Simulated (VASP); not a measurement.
# Ga4Sb3As (P-43m) in VASP: a series of runs

Runs on Ga4Sb3As. Level: PBE. Tasks: single point.

Everything below comes from runs of VASP 6.6.1. Logs are shortened: lines on timing, memory, paths and dates and some standing lists are left out, and cuts for length are marked.

## 1. The cell of the first run

The structure is cubic, space group P-43m (No. 215). The conventional cell has a = 6.099 Å, b = 6.099 Å, c = 6.099 Å, α = 90.00°, β = 90.00°, γ = 90.00°. Ga (site symmetry 3m) has 1 As at 2.55 Å and 3 Sb at 2.67 Å within 3.4 Å. Within 3.5 Å of Sb (site symmetry -42m) lie 4 Ga at 2.67 Å. As (site symmetry -43m) has 4 Ga at 2.55 Å within 3.4 Å.

## 2. Single point, PBE

File INCAR:

```
PREC     = Accurate       # precision mode
ENCUT    = 520            # plane-wave cutoff, eV
EDIFF    = 1E-6           # SCF threshold, eV
ISMEAR   = 0              # smearing method
SIGMA    = 0.1            # smearing width, eV
LREAL    = False          # projectors in reciprocal space
LASPH    = True           # aspherical terms in the spheres
NELM     = 100            # most SCF steps
ALGO     = Normal         # electronic algorithm
ISIF     = 2              # what is computed and relaxed
LWAVE    = False          # write WAVECAR
LCHARG   = False          # write CHGCAR
GGA      = PE             # functional
NBANDS   = 46             # bands
```

File KPOINTS:

```
regular mesh
0
Gamma
  4 4 4
```

File POSCAR:

```
Ga4Sb3As
1.0
    6.0994021848      0.0000000000      0.0000000000
    0.0000000000      6.0994021848      0.0000000000
    0.0000000000      0.0000000000      6.0994021848
Ga Sb As
4 3 1
Direct
    0.2587978533      0.7412021467      0.2587978533
    0.2587978533      0.2587978533      0.7412021467
    0.7412021467      0.7412021467      0.7412021467
    0.7412021467      0.2587978533      0.2587978533
    0.5000000000      0.0000000000      0.0000000000
    0.0000000000      0.0000000000      0.5000000000
    0.0000000000      0.5000000000      0.0000000000
    0.5000000000      0.5000000000      0.5000000000
```

Potentials or basis: VASP PAW PBE potentials, release 64 (Ga_d, Sb, As).

The run is started by

```
> cat potpaw_PBE.64/Ga_d/POTCAR potpaw_PBE.64/Sb/POTCAR potpaw_PBE.64/As/POTCAR > POTCAR
> mpirun -np 1 vasp_std > vasp.out
```

OUTCAR:

```text
PREC = Accurate
   ENCUT = 520
   EDIFF = 1E-6
   ISMEAR = 0
   LREAL = False
   LASPH = True
   NELM = 100
   ISIF = 2
   GGA = PE

 ion  position               nearest neighbor table
   1  0.259  0.741  0.259-   8 2.55   6 2.67   7 2.67   5 2.67
   2  0.259  0.259  0.741-   8 2.55   6 2.67   7 2.67   5 2.67
   3  0.741  0.741  0.741-   8 2.55   6 2.67   7 2.67   5 2.67
   4  0.741  0.259  0.259-   8 2.55   6 2.67   7 2.67   5 2.67
   5  0.500  0.000  0.000-   1 2.67   2 2.67   3 2.67   4 2.67
   6  0.000  0.000  0.500-   1 2.67   2 2.67   3 2.67   4 2.67
   7  0.000  0.500  0.000-   1 2.67   2 2.67   3 2.67   4 2.67
   8  0.500  0.500  0.500-   1 2.55   2 2.55   3 2.55   4 2.55

  LATTYP: Found a simple cubic cell.
 ALAT       =     6.0994021848

  Lattice vectors:

 A1 = (   6.0994021848,   0.0000000000,   0.0000000000)
 A2 = (   0.0000000000,   6.0994021848,   0.0000000000)
 A3 = (   0.0000000000,   0.0000000000,   6.0994021848)

Analysis of symmetry for initial positions (statically):
=====================================================================
 Subroutine PRICEL returns:
 Original cell was already a primitive cell.

 Routine SETGRP: Setting up the symmetry group for a
 simple cubic supercell.

 Subroutine GETGRP returns: Found 24 space group operations
 (whereof 24 operations were pure point group operations)
 out of a pool of 48 trial point group operations.

The static configuration has the point symmetry T_d .

Analysis of symmetry for dynamics (positions and initial velocities):
=====================================================================
 Subroutine PRICEL returns:
 Original cell was already a primitive cell.

 Routine SETGRP: Setting up the symmetry group for a
 simple cubic supercell.

 Subroutine GETGRP returns: Found 24 space group operations
 (whereof 24 operations were pure point group operations)
 out of a pool of 48 trial point group operations.

The dynamic configuration has the point symmetry T_d .

 Subroutine INISYM returns: Found 24 space group operations
 (whereof 24 operations are pure point group operations),
 and found     1 'primitive' translations

----------------------------------------------------------------------------------------

                                     Primitive cell

  volume of cell :     226.9143

  direct lattice vectors                    reciprocal lattice vectors
     6.099402185  0.000000000  0.000000000     0.163950494  0.000000000  0.000000000
     0.000000000  6.099402185  0.000000000     0.000000000  0.163950494  0.000000000
     0.000000000  0.000000000  6.099402185     0.000000000  0.000000000  0.163950494

  length of vectors
     6.099402185  6.099402185  6.099402185     0.163950494  0.163950494  0.163950494

  position of ions in fractional coordinates (direct lattice)
     0.258797853  0.741202147  0.258797853
     0.258797853  0.258797853  0.741202147
     0.741202147  0.741202147  0.741202147
     0.741202147  0.258797853  0.258797853
     0.500000000  0.000000000  0.000000000
     0.000000000  0.000000000  0.500000000
     0.000000000  0.500000000  0.000000000
     0.500000000  0.500000000  0.500000000

  ion indices of the primitive-cell ions
   primitive index   ion index
                 1           1
                 2           2
                 3           3
                 4           4
                 5           5
                 6           6
                 7           7
                 8           8

----------------------------------------------------------------------------------------

 KPOINTS: regular mesh

Automatic generation of k-mesh.
 Grid dimensions read from file:
 generate k-points for:    4    4    4

 Generating k-lattice:

  Cartesian coordinates                     Fractional coordinates (reciprocal lattice)
     0.040987623  0.000000000  0.000000000     0.250000000  0.000000000  0.000000000
     0.000000000  0.040987623  0.000000000     0.000000000  0.250000000  0.000000000
     0.000000000  0.000000000  0.040987623     0.000000000  0.000000000  0.250000000

  Length of vectors
     0.040987623  0.040987623  0.040987623

  Shift w.r.t. Gamma in fractional coordinates (k-lattice)
     0.000000000  0.000000000  0.000000000

 Subroutine IBZKPT returns following result:
 ===========================================

 Found     10 irreducible k-points:

 Following reciprocal coordinates:
            Coordinates               Weight
  0.000000  0.000000  0.000000      1.000000
  0.250000  0.000000  0.000000      6.000000
  0.500000  0.000000  0.000000      3.000000
  0.250000  0.250000  0.000000     12.000000
  0.500000  0.250000  0.000000     12.000000
  0.500000  0.500000  0.000000      3.000000
  0.250000  0.250000  0.250000      8.000000
  0.500000  0.250000  0.250000     12.000000
  0.500000  0.500000  0.250000      6.000000
  0.500000  0.500000  0.500000      1.000000
   k-points           NKPTS =     10   k-points in BZ     NKDIM =     10   number of bands    NBANDS=     46
   number of dos      NEDOS =    301   number of ions     NIONS =      8
   total plane-waves  NPLWV = 110592
   dimension x,y,z NGX =    48 NGY =   48 NGZ =   48
   dimension x,y,z NGXF=    96 NGYF=   96 NGZF=   96
   ions per type =               4   3   1
   NGX,Y,Z   is equivalent  to a cutoff of  13.08, 13.08, 13.08 a.u.
   NGXF,Y,Z  is equivalent  to a cutoff of  26.17, 26.17, 26.17 a.u.
 SYSTEM =  unknown system
   PREC   = accura    normal or accurate (medium, high low for compatibility)
   ISTART =      0    job   : 0-new  1-cont  2-samecut
   ICHARG =      2    charge: 1-file 2-atom 10-const
   ISPIN  =      1    spin polarized calculation?
   LNONCOLLINEAR =      F non collinear calculations
   LSORBIT =      F    spin-orbit coupling
   LASPH  =      T    aspherical Exc in radial PAW
   ENCUT  =  520.0 eV  38.22 Ry    6.18 a.u.  11.34 11.34 11.34*2*pi/ulx,y,z
   NELM   =    100;   NELMIN=  2; NELMDL= -5     # of ELM steps
   EDIFF  = 0.1E-05   stopping-criterion for ELM
   LREAL  =      F    real-space projection
   EDIFFG = 0.1E-04   stopping-criterion for IOM
   NSW    =      0    number of steps for IOM
   IBRION =     -1    ionic relax: 0-MD 1-quasi-New 2-CG
   NFREE  =      0    steps in history (QN), initial steepest desc. (CG)
   ISIF   =      2    stress and relaxation
   ISYM   =      2    0-nonsym 1-usesym 2-fastsym
   POTIM  = 0.5000    time-step for ionic-motion
   TEBEG  =    0.0;   TEEND  =   0.0 temperature during run
   PSTRESS=    0.0 pullay stress
   NELECT =      72.0000    total number of electrons
   NUPDOWN=      -1.0000    fix difference up-down
   EMIN   =  10.00;   EMAX   =-10.00  energy-range for DOS
   EFERMI =   0.00;   METHOD = LEGACY
   ISMEAR =     0;   SIGMA  =   0.10  broadening in eV -4-tet -1-fermi 0-gaus
   EFERMI_NEDOS =   21; number of points for ismear=-14 and -15
   IALGO  =     38    algorithm
   IMIX   =      4    mixing-type and parameters
     AMIX     =   0.40;   BMIX     =  1.00
     AMIX_MAG =   1.60;   BMIX_MAG =  1.00
  volume/ion in A,a.u.               =      28.36       191.41
  Fermi-wavevector in a.u.,A,eV,Ry     =   1.116602  2.110072 16.963743  1.246800
  Thomas-Fermi vector in A             =   2.253217
   LORBIT       =      0    0 simple, 1 ext, 2 COOP (PROOUT), +10 PAW based schemes
   GGA     = PE    functional components
   LHFCALC =     F    Hartree Fock is set to
   AEXX    =    0.0000 exact exchange contribution
   IVDW    =     0    specifies the selected vdW correction
   LEPSILON=     F    determine dielectric tensor
   LRPA    =     F    only Hartree local field effects (RPA)
 non-spin polarized calculation
 Gauss-broadening in eV      SIGMA  =   0.10
  energy-cutoff  :      520.00
  volume of cell :      226.91
 maximum number of plane-waves:      6152
 NGX is ok and might be reduce to    48
   NGX = 23   NGY = 23   NGZ = 23

 number of electron      72.0000039 magnetization

 Free energy of the ion-electron system (eV)
  ---------------------------------------------------
  ext. energy  EPLUGINS =         0.00000000
  ---------------------------------------------------
  free energy    TOTEN  =       -30.20380308 eV

  energy without entropy =      -30.20126946  energy(sigma->0) =      -30.20253627

 E-fermi :   4.2292     XC(G=0):  -9.0041

 val. band max:        4.0743640561   @ k =   0.5000   0.5000   0.5000
 cond. band min:       4.2584952329   @ k =   0.0000   0.0000   0.0000
 fundamental gap:      0.1841311768
 Fermi energy:         4.2291709186

 k-point     1 :       0.0000    0.0000    0.0000
  band No.  band energies     occupation
      1     -10.7395      2.00000
      2     -10.7199      2.00000
      3     -10.7199      2.00000
      4     -10.6774      2.00000
      5     -10.6774      2.00000
      6     -10.6774      2.00000
[... 38 lines left out ...]
     45       7.2371      0.00000
     46       7.2371      0.00000

 k-point     2 :       0.2500    0.0000    0.0000
  band No.  band energies     occupation
      1     -10.7363      2.00000
      2     -10.7160      2.00000
      3     -10.7148      2.00000
      4     -10.6845      2.00000
      5     -10.6741      2.00000
      6     -10.6741      2.00000
[... 38 lines left out ...]
     45       8.1258      0.00000
     46       8.1258      0.00000

 k-point     3 :       0.5000    0.0000    0.0000
  band No.  band energies     occupation
      1     -10.7327      2.00000
      2     -10.7113      2.00000
      3     -10.7045      2.00000
      4     -10.6970      2.00000
      5     -10.6678      2.00000
      6     -10.6678      2.00000
[... 332 lines left out ...]
     45       8.3574      0.00000
     46       8.5507      0.00000

 k-point    10 :       0.5000    0.5000    0.5000
  band No.  band energies     occupation
      1     -10.7274      2.00000
      2     -10.7019      2.00000
      3     -10.7019      2.00000
      4     -10.7019      2.00000
      5     -10.6697      2.00000
      6     -10.6697      2.00000
[... 38 lines left out ...]
     45       8.2045      0.00000
     46       8.2548      0.00000

------------------------ aborting loop because EDIFF is reached ----------------------------------------

  FORCE on cell =-STRESS in cart. coord.  units (eV):
  Direction    XX          YY          ZZ          XY          YZ          ZX
  --------------------------------------------------------------------------------------
  -------------------------------------------------------------------------------------
  Total        0.2362335      0.2362335      0.2362335     -0.0000000      0.0000000     -0.0000000
  in kB        1.6679775      1.6679775      1.6679775     -0.0000000      0.0000000     -0.0000000
  external PRESSURE =       1.6679775 kB  Pullay stress =       0.0000000 kB

 VOLUME and BASIS-vectors are now :
 -----------------------------------------------------------------------------
  energy-cutoff  :      520.00
  volume of cell :      226.91
      direct lattice vectors                 reciprocal lattice vectors
     6.099402185  0.000000000  0.000000000     0.163950494  0.000000000  0.000000000
     0.000000000  6.099402185  0.000000000     0.000000000  0.163950494  0.000000000
     0.000000000  0.000000000  6.099402185     0.000000000  0.000000000  0.163950494

 POSITION                                       TOTAL-FORCE (eV/Angst)
 -----------------------------------------------------------------------------------
      1.57851      4.52089      1.57851         0.000488     -0.000488      0.000488
      1.57851      1.57851      4.52089         0.000488      0.000488     -0.000488
      4.52089      4.52089      4.52089        -0.000488     -0.000488     -0.000488
      4.52089      1.57851      1.57851        -0.000488      0.000488      0.000488
      3.04970      0.00000      0.00000        -0.000000     -0.000000      0.000000
      0.00000      0.00000      3.04970         0.000000     -0.000000      0.000000
      0.00000      3.04970      0.00000         0.000000      0.000000      0.000000
      3.04970      3.04970      3.04970        -0.000000      0.000000      0.000000
 -----------------------------------------------------------------------------------
    total drift:                               -0.000000     -0.000000     -0.000000

  FREE ENERGIE OF THE ION-ELECTRON SYSTEM (eV)
  ---------------------------------------------------
  free  energy   TOTEN  =       -30.2038030754 eV

  energy  without entropy=      -30.2012694561  energy(sigma->0) =      -30.20253627
```

It took 1.8 min on 1 thread of AMD EPYC 7R13 (Zen 3), shared host; peak memory 0.34 GiB.

Results:

| Item | Value |
| --- | --- |
| Free energy | -30.2038 eV |
| Pressure | 0.2 GPa |
| Band gap on the k mesh | zero (bands 36 and 37 overlap by 0.18 eV) |

Caveat: semilocal functionals underestimate gaps, so a narrow gap can read as zero; spin-orbit coupling is left out, which moves the levels of the heavy elements.

(Continued in part 2 of 2.)
